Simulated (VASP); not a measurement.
# Ca (P6_3/mmc) in VASP: further runs, part 3 of 3

VASP 6.6.1. The steps go on from the part before.

## 5. Single point, r2SCAN (volume scaled by 1.04)

Input file POSCAR:

```
Ca
1.0
    3.9882742595      0.0000000000      0.0000000000
   -1.9941371297      3.4539468260      0.0000000000
    0.0000000000      0.0000000000      6.5595618615
Ca
2
Direct
    0.3333333333      0.6666666667      0.2500000000
    0.6666666667      0.3333333333      0.7500000000
```

Input file INCAR.step1:

```
PREC     = Accurate       # precision mode
ENCUT    = 520            # plane-wave cutoff, eV
ISMEAR   = -1             # smearing method
SIGMA    = 0.1            # smearing width, eV
LREAL    = False          # projectors in reciprocal space
LASPH    = True           # aspherical terms in the spheres
NELM     = 100            # most SCF steps
NBANDS   = 17             # bands
GGA      = PE             # functional
ALGO     = Normal         # electronic algorithm
EDIFF    = 1E-4           # SCF threshold, eV
LWAVE    = True           # write WAVECAR
LCHARG   = False          # write CHGCAR
```

Input file INCAR.step2:

```
PREC     = Accurate       # precision mode
ENCUT    = 520            # plane-wave cutoff, eV
EDIFF    = 1E-6           # SCF threshold, eV
ISMEAR   = -1             # smearing method
SIGMA    = 0.1            # smearing width, eV
LREAL    = False          # projectors in reciprocal space
LASPH    = True           # aspherical terms in the spheres
NELM     = 100            # most SCF steps
ALGO     = Normal         # electronic algorithm
ISIF     = 2              # what is computed and relaxed
LWAVE    = False          # write WAVECAR
LCHARG   = True           # write CHGCAR
METAGGA  = R2SCAN         # meta-GGA
LMIXTAU  = True         
LELF     = True           # ELF
LVHAR    = True         
NBANDS   = 17             # bands
ISTART   = 1
```

Input file KPOINTS:

```
regular mesh
0
Gamma
  10 10 6
```

Potentials or basis: VASP PAW PBE potentials, release 64 (Ca_sv).

Command:

```
cat potpaw_PBE.64/Ca_sv/POTCAR > POTCAR
cp INCAR.step1 INCAR
mpirun -np 1 vasp_std > vasp.out
cp INCAR.step2 INCAR
mpirun -np 1 vasp_std > vasp.out
```

OUTCAR:

```text
PREC = Accurate
   ENCUT = 520
   EDIFF = 1E-6
   ISMEAR = -1
   LREAL = False
   LASPH = True
   NELM = 100
   ISIF = 2
   METAGGA = R2SCAN
   ISTART = 1

 ion  position               nearest neighbor table
   1  0.333  0.667  0.250-
   2  0.667  0.333  0.750-

  LATTYP: Found a hexagonal cell.
 ALAT       =     3.9882742595
 C/A-ratio  =     1.6447118314

  Lattice vectors:

 A1 = (   3.9882742595,   0.0000000000,   0.0000000000)
 A2 = (  -1.9941371297,   3.4539468260,   0.0000000000)
 A3 = (   0.0000000000,   0.0000000000,   6.5595618615)

Analysis of symmetry for initial positions (statically):
=====================================================================
 Subroutine PRICEL returns:
 Original cell was already a primitive cell.

 Routine SETGRP: Setting up the symmetry group for a
 hexagonal supercell.

 Subroutine GETGRP returns: Found 24 space group operations
 (whereof 12 operations were pure point group operations)
 out of a pool of 24 trial point group operations.

[... 159 lines left out ...]
  ---------------------------------------------------
  free energy    TOTEN  =       -14.08570225 eV

  energy without entropy =      -14.00881240  energy(sigma->0) =      -14.04725733

 E-fermi :   1.7842     XC(G=0):  -7.9997

 val. band max:        1.7630297702   @ k =   0.5000   0.0000   0.5000
 cond. band min:       1.8085696509   @ k =   0.3000   0.3000   0.1667
 fundamental gap:      0.0455398807
 Fermi energy:         1.7842153326

 k-point     1 :       0.0000    0.0000    0.0000
  band No.  band energies     occupation
      1     -42.1923      2.00000
      2     -42.1822      2.00000
      3     -22.3352      2.00000
      4     -22.2454      2.00000
      5     -22.2454      2.00000
      6     -22.2302      2.00000
[... 457 lines left out ...]
      4     -22.3183      2.00000
      5     -22.2810      2.00000
      6     -22.2718      2.00000
[... 9 lines left out ...]
     16       5.6337      0.00000
     17       5.7901      0.00000

 [... further k-points ...]

------------------------ aborting loop because EDIFF is reached ----------------------------------------

  FORCE on cell =-STRESS in cart. coord.  units (eV):
  Direction    XX          YY          ZZ          XY          YZ          ZX
  --------------------------------------------------------------------------------------
  -------------------------------------------------------------------------------------
  Total       -0.3290197     -0.3290197     -0.3740429     -0.0000000     -0.0000000      0.0000000
  in kB       -5.8338725     -5.8338725     -6.6321836     -0.0000000     -0.0000000      0.0000000
  external PRESSURE =      -6.0999762 kB  Pullay stress =       0.0000000 kB

 VOLUME and BASIS-vectors are now :
 -----------------------------------------------------------------------------
  energy-cutoff  :      520.00
  volume of cell :       90.36
      direct lattice vectors                 reciprocal lattice vectors
     3.988274259  0.000000000  0.000000000     0.250735013  0.144761927  0.000000000
    -1.994137130  3.453946826  0.000000000     0.000000000  0.289523855  0.000000000
     0.000000000  0.000000000  6.559561861     0.000000000  0.000000000  0.152449206

 POSITION                                       TOTAL-FORCE (eV/Angst)
 -----------------------------------------------------------------------------------
     -0.00000      2.30263      1.63989        -0.000000      0.000000      0.000000
      1.99414      1.15132      4.91967         0.000000     -0.000000      0.000000
 -----------------------------------------------------------------------------------
    total drift:                                0.000000     -0.000000      0.000000

  FREE ENERGIE OF THE ION-ELECTRON SYSTEM (eV)
  ---------------------------------------------------
  free  energy   TOTEN  =       -14.0857022491 eV

  energy  without entropy=      -14.0088124032  energy(sigma->0) =      -14.04725733
```

OUTCAR.step1:

```text
PREC = Accurate
   ENCUT = 520
   ISMEAR = -1
   LREAL = False
   LASPH = True
[... 704 lines left out ...]
     -0.00000      2.30263      1.63989        -0.000000     -0.000000      0.000000
      1.99414      1.15132      4.91967         0.000000      0.000000      0.000000
 -----------------------------------------------------------------------------------
    total drift:                                0.000000     -0.000000      0.000000

  FREE ENERGIE OF THE ION-ELECTRON SYSTEM (eV)
  ---------------------------------------------------
  free  energy   TOTEN  =        -3.8787446061 eV

  energy  without entropy=       -3.7931573123  energy(sigma->0) =       -3.83595096
```

Wall time 5.4 min (1 thread of Oxide Virtual Turin-like, shared host); peak memory 0.22 GiB.

Results:

```
Free energy            : -14.0857 eV
Pressure               : -0.6 GPa
Band gap on the k mesh : zero (band 10 reaches 1.99 eV, above the bottom of band 11 at 1.37 eV)
```

Stress tensor (GPa, compression positive):
```
-0.58  0.00  0.00
 0.00 -0.58  0.00
 0.00  0.00 -0.66
```

Levels at points of the mesh, in eV from the Fermi level:
```tsv
k point	band 8	band 9	band 10	band 11	band 12	band 13
(0.00, 0.00, 0.00)	-24.01	-4.22	-1.00	-0.41	2.52	2.55
(0.50, 0.00, 0.00)	-24.03	-1.13	-0.82	0.33	0.53	1.45
(0.00, 0.00, 0.50)	-24.02	-3.20	-3.20	1.55	1.55	2.54
(0.50, 0.00, 0.50)	-24.04	-0.62	-0.62	-0.02	-0.02	1.65
```

Caveat: the PAW data sets were made with another functional, which shifts forces and pressure a little.

## 6. The runs side by side

```csv
cell,gap on the mesh (eV),pressure (GPa)
"a = 3.829, b = 3.829, c = 6.297 Å, angles 90.0, 90.0, 120.0°, 2 atoms",none,1.8
"a = 3.883, b = 3.883, c = 6.387 Å, angles 90.0, 90.0, 120.0°, 2 atoms",none,0.8
"a = 3.936, b = 3.936, c = 6.474 Å, angles 90.0, 90.0, 120.0°, 2 atoms",none,0.1
"a = 3.988, b = 3.988, c = 6.560 Å, angles 90.0, 90.0, 120.0°, 2 atoms",none,-0.6
```

Alike in all rows: task single point; level r2SCAN; potentials or basis VASP PAW PBE potentials, release 64 (Ca_sv); no spin polarisation; k mesh 10 × 10 × 6; cutoff (eV) 520; smearing fermi-dirac 0.1 eV.

Caveats: the PAW data sets were made with another functional, which shifts forces and pressure a little.

Total energies depend on the potentials used, so only differences within one code and one set of settings carry meaning.
